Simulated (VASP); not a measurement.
# MgH2 (P4_122) in VASP: notebook, part 2 of 2

VASP 6.6.1.

## Step 3: Single point, PBE

This run uses another cell than the first one, of 20.84 Å³/atom, 1.016 times its volume.

Contents of INCAR:

```
ALGO = Normal ; EDIFF = 1E-6
ENCUT = 520 ; GGA = PE
ISIF = 2 ; ISMEAR = 0
LASPH = T ; LCHARG = F
LREAL = F ; LWAVE = F
NBANDS = 20 ; NELM = 100
PREC = Accurate ; SIGMA = 0.1
```

Contents of KPOINTS:

```
k-points
0
Gamma
  4 2 2
```

Contents of POSCAR:

```
MgH2
1.0
    0.0000000000      0.0000000000      5.4135413793
    6.7960980349      0.0000000000      0.0000000000
    0.0000000000      6.7960980349      0.0000000000
Mg H
4 8
Direct
    0.7500000000      0.3480706665      0.0000000000
    0.2500000000      0.6519293335      0.0000000000
    0.0000000000      0.0000000000      0.3480706665
    0.5000000000      0.0000000000      0.6519293335
    0.5000000000      0.5000000000      0.0952116628
    0.0000000000      0.5000000000      0.9047883372
    0.8750000000      0.1960824300      0.1960824300
    0.6250000000      0.1960824300      0.8039175700
    0.1250000000      0.8039175700      0.1960824300
    0.3750000000      0.8039175700      0.8039175700
    0.7500000000      0.9047883372      0.5000000000
    0.2500000000      0.0952116628      0.5000000000
```

Potentials or basis: VASP PAW PBE potentials, release 64 (Mg, H).

Launch:

```sh
$ cat potpaw_PBE.64/Mg/POTCAR potpaw_PBE.64/H/POTCAR > POTCAR
$ mpirun -np 1 vasp_std > vasp.out
```

OUTCAR:

```text
EDIFF = 1E-6
   ENCUT = 520
   GGA = PE
   ISIF = 2
   ISMEAR = 0
   LASPH = T
   LREAL = F
   NELM = 100
   PREC = Accurate

 ion  position               nearest neighbor table
   1  0.750  0.348  0.000-   7 1.82   8 1.82   5 1.82   6 1.82   2 3.40   2 3.40   4 3.61   3 3.61

   2  0.250  0.652  0.000-   9 1.82  10 1.82   5 1.82   6 1.82   1 3.40   1 3.40   4 3.61   3 3.61

   3  0.000  0.000  0.348-   7 1.82   9 1.82  11 1.82  12 1.82   4 3.40   4 3.40   1 3.61   2 3.61

   4  0.500  0.000  0.652-   8 1.82  10 1.82  11 1.82  12 1.82   3 3.40   3 3.40   1 3.61   2 3.61

   5  0.500  0.500  0.095-   1 1.82   2 1.82
   6  0.000  0.500  0.905-   1 1.82   2 1.82
   7  0.875  0.196  0.196-   1 1.82   3 1.82
   8  0.625  0.196  0.804-   1 1.82   4 1.82
   9  0.125  0.804  0.196-   2 1.82   3 1.82
  10  0.375  0.804  0.804-   2 1.82   4 1.82
  11  0.750  0.905  0.500-   3 1.82   4 1.82
  12  0.250  0.095  0.500-   3 1.82   4 1.82

  LATTYP: Found a simple tetragonal cell.
 ALAT       =     6.7960980349
 C/A-ratio  =     0.7965661107

  Lattice vectors:

 A1 = (   6.7960980349,   0.0000000000,   0.0000000000)
 A2 = (   0.0000000000,   6.7960980349,   0.0000000000)
 A3 = (   0.0000000000,   0.0000000000,   5.4135413793)

Analysis of symmetry for initial positions (statically):
=====================================================================
 Subroutine PRICEL returns:
 Original cell was already a primitive cell.

 Routine SETGRP: Setting up the symmetry group for a
 simple tetragonal supercell.

 Subroutine GETGRP returns: Found  8 space group operations
 (whereof  2 operations were pure point group operations)
 out of a pool of 16 trial point group operations.

The static configuration has the point symmetry C_2 .
 The point group associated with its full space group is D_4 .

Analysis of symmetry for dynamics (positions and initial velocities):
=====================================================================
 Subroutine PRICEL returns:
 Original cell was already a primitive cell.

 Routine SETGRP: Setting up the symmetry group for a
 simple tetragonal supercell.

 Subroutine GETGRP returns: Found  8 space group operations
 (whereof  2 operations were pure point group operations)
 out of a pool of 16 trial point group operations.

The dynamic configuration has the point symmetry C_2 .
 The point group associated with its full space group is D_4 .

 Subroutine INISYM returns: Found  8 space group operations
 (whereof  2 operations are pure point group operations),
 and found     1 'primitive' translations

----------------------------------------------------------------------------------------

                                     Primitive cell

  volume of cell :     250.0350

  direct lattice vectors                    reciprocal lattice vectors
     0.000000000  0.000000000  5.413541379     0.000000000  0.000000000  0.184721965
[... 67 lines left out ...]
  0.250000  0.500000  0.000000      4.000000
  0.500000  0.500000  0.000000      2.000000
  0.000000  0.500000  0.500000      1.000000
  0.250000  0.500000  0.500000      2.000000
  0.500000  0.500000  0.500000      1.000000
   k-points           NKPTS =      9   k-points in BZ     NKDIM =      9   number of bands    NBANDS=     20
   number of dos      NEDOS =    301   number of ions     NIONS =     12
   total plane-waves  NPLWV = 116640
   dimension x,y,z NGX =    40 NGY =   54 NGZ =   54
   dimension x,y,z NGXF=    80 NGYF=  108 NGZF=  108
   ions per type =               4   8
   NGX,Y,Z   is equivalent  to a cutoff of  12.28, 13.21, 13.21 a.u.
   NGXF,Y,Z  is equivalent  to a cutoff of  24.57, 26.42, 26.42 a.u.
 SYSTEM =  unknown system
   PREC   = accura    normal or accurate (medium, high low for compatibility)
   ISTART =      0    job   : 0-new  1-cont  2-samecut
   ICHARG =      2    charge: 1-file 2-atom 10-const
   ISPIN  =      1    spin polarized calculation?
   LNONCOLLINEAR =      F non collinear calculations
   LSORBIT =      F    spin-orbit coupling
   LASPH  =      T    aspherical Exc in radial PAW
   ENCUT  =  520.0 eV  38.22 Ry    6.18 a.u.  10.07 12.64 12.64*2*pi/ulx,y,z
   NELM   =    100;   NELMIN=  2; NELMDL= -5     # of ELM steps
   EDIFF  = 0.1E-05   stopping-criterion for ELM
   LREAL  =      F    real-space projection
   EDIFFG = 0.1E-04   stopping-criterion for IOM
   NSW    =      0    number of steps for IOM
   IBRION =     -1    ionic relax: 0-MD 1-quasi-New 2-CG
   NFREE  =      0    steps in history (QN), initial steepest desc. (CG)
   ISIF   =      2    stress and relaxation
   ISYM   =      2    0-nonsym 1-usesym 2-fastsym
   POTIM  = 0.5000    time-step for ionic-motion
   TEBEG  =    0.0;   TEEND  =   0.0 temperature during run
   PSTRESS=    0.0 pullay stress
   NELECT =      16.0000    total number of electrons
   NUPDOWN=      -1.0000    fix difference up-down
   EMIN   =  10.00;   EMAX   =-10.00  energy-range for DOS
   EFERMI =   0.00;   METHOD = LEGACY
   ISMEAR =     0;   SIGMA  =   0.10  broadening in eV -4-tet -1-fermi 0-gaus
   EFERMI_NEDOS =   21; number of points for ismear=-14 and -15
   IALGO  =     38    algorithm
   IMIX   =      4    mixing-type and parameters
     AMIX     =   0.40;   BMIX     =  1.00
     AMIX_MAG =   1.60;   BMIX_MAG =  1.00
  volume/ion in A,a.u.               =      20.84       140.61
  Fermi-wavevector in a.u.,A,eV,Ry     =   0.654809  1.237409  5.833834  0.428775
  Thomas-Fermi vector in A             =   1.725485
   LORBIT       =      0    0 simple, 1 ext, 2 COOP (PROOUT), +10 PAW based schemes
   GGA     = PE    functional components
   LHFCALC =     F    Hartree Fock is set to
   AEXX    =    0.0000 exact exchange contribution
   IVDW    =     0    specifies the selected vdW correction
   LEPSILON=     F    determine dielectric tensor
   LRPA    =     F    only Hartree local field effects (RPA)
 non-spin polarized calculation
 Gauss-broadening in eV      SIGMA  =   0.10
  energy-cutoff  :      520.00
  volume of cell :      250.03
 maximum number of plane-waves:      6746
   NGX = 21   NGY = 25   NGZ = 25

 number of electron      16.0000000 magnetization

 Free energy of the ion-electron system (eV)
  ---------------------------------------------------
  ext. energy  EPLUGINS =         0.00000000
  ---------------------------------------------------
  free energy    TOTEN  =       -33.89250115 eV

  energy without entropy =      -33.89250115  energy(sigma->0) =      -33.89250115

 E-fermi :  -3.4553     XC(G=0):  -5.5723

 val. band max:       -3.9187561228   @ k =   0.2500   0.5000   0.5000
 cond. band min:       1.2157850021   @ k =   0.5000   0.5000   0.0000
 fundamental gap:      5.1345411249
 Fermi energy:        -3.4552791144

 k-point     1 :       0.0000    0.0000    0.0000
  band No.  band energies     occupation
      1      -7.2969      2.00000
      2      -5.8425      2.00000
      3      -5.1283      2.00000
      4      -5.1283      2.00000
      5      -4.0674      2.00000
      6      -4.0584      2.00000
[... 196 lines left out ...]
     19       5.3017      0.00000
     20       5.3017      0.00000

------------------------ aborting loop because EDIFF is reached ----------------------------------------

  FORCE on cell =-STRESS in cart. coord.  units (eV):
  Direction    XX          YY          ZZ          XY          YZ          ZX
  --------------------------------------------------------------------------------------
  -------------------------------------------------------------------------------------
  Total       -0.1234440     -0.1234440     -0.1311816      0.0000000      0.0000000     -0.0000000
  in kB       -0.7910058     -0.7910058     -0.8405869      0.0000000      0.0000000     -0.0000000
  external PRESSURE =      -0.8075329 kB  Pullay stress =       0.0000000 kB

 VOLUME and BASIS-vectors are now :
 -----------------------------------------------------------------------------
  energy-cutoff  :      520.00
  volume of cell :      250.03
      direct lattice vectors                 reciprocal lattice vectors
     0.000000000  0.000000000  5.413541379     0.000000000  0.000000000  0.184721965
     6.796098035  0.000000000  0.000000000     0.147143257  0.000000000  0.000000000
     0.000000000  6.796098035  0.000000000     0.000000000  0.147143257  0.000000000

 POSITION                                       TOTAL-FORCE (eV/Angst)
 -----------------------------------------------------------------------------------
      2.36552      0.00000      4.06016        -0.008027      0.000000     -0.000000
      4.43058      0.00000      1.35339         0.008027      0.000000      0.000000
      0.00000      2.36552      0.00000        -0.000000     -0.008027     -0.000000
      0.00000      4.43058      2.70677        -0.000000      0.008027      0.000000
      3.39805      0.64707      2.70677        -0.000000      0.000062      0.000000
      3.39805      6.14903      0.00000        -0.000000     -0.000062      0.000000
      1.33260      1.33260      4.73685         0.000649      0.000649      0.000000
      1.33260      5.46350      3.38346         0.000649     -0.000649      0.000000
      5.46350      1.33260      0.67669        -0.000649      0.000649      0.000000
      5.46350      5.46350      2.03008        -0.000649     -0.000649      0.000000
      6.14903      3.39805      4.06016        -0.000062     -0.000000      0.000000
      0.64707      3.39805      1.35339         0.000062     -0.000000      0.000000
 -----------------------------------------------------------------------------------
    total drift:                                0.000000      0.000000      0.000000

  FREE ENERGIE OF THE ION-ELECTRON SYSTEM (eV)
  ---------------------------------------------------
  free  energy   TOTEN  =       -33.8925011484 eV

  energy  without entropy=      -33.8925011484  energy(sigma->0) =      -33.89250115
```

Wall time 56 s (1 thread of Oxide Virtual Turin-like, shared host); peak memory 0.29 GiB.

Results:

* Free energy: -33.8925 eV
* Pressure: -0.1 GPa
* Largest force: 0.008 eV/Å
* Band gap on the k mesh: 5.13 eV, indirect (least direct gap 5.26 eV)

Forces on the atoms (eV/Å):
```
Mg  -0.008  0.000  0.000
Mg   0.008  0.000  0.000
Mg   0.000 -0.008  0.000
Mg   0.000  0.008  0.000
H    0.000  0.000  0.000
H    0.000  0.000  0.000
H    0.001  0.001  0.000
H    0.001 -0.001  0.000
H   -0.001  0.001  0.000
H   -0.001 -0.001  0.000
H    0.000  0.000  0.000
H    0.000  0.000  0.000
```

Levels at points of the mesh, in eV from the valence-band top:
```csv
k point,band 6,band 7,band 8,band 9,band 10,band 11
"(0.00, 0.00, 0.00)",-0.14,-0.14,-0.11,5.88,6.02,6.02
"(0.50, 0.00, 0.00)",-0.35,-0.25,-0.25,5.62,5.62,6.15
"(0.00, 0.50, 0.00)",-0.18,-0.13,-0.05,5.61,5.75,6.01
"(0.50, 0.50, 0.00)",-0.31,-0.13,-0.13,5.13,5.13,6.00
"(0.00, 0.50, 0.50)",-0.06,-0.02,-0.02,5.29,5.77,6.05
"(0.50, 0.50, 0.50)",-0.43,-0.16,-0.16,5.64,5.64,6.02
```

Caveat: the k points lie up to 0.46 Å⁻¹ apart.
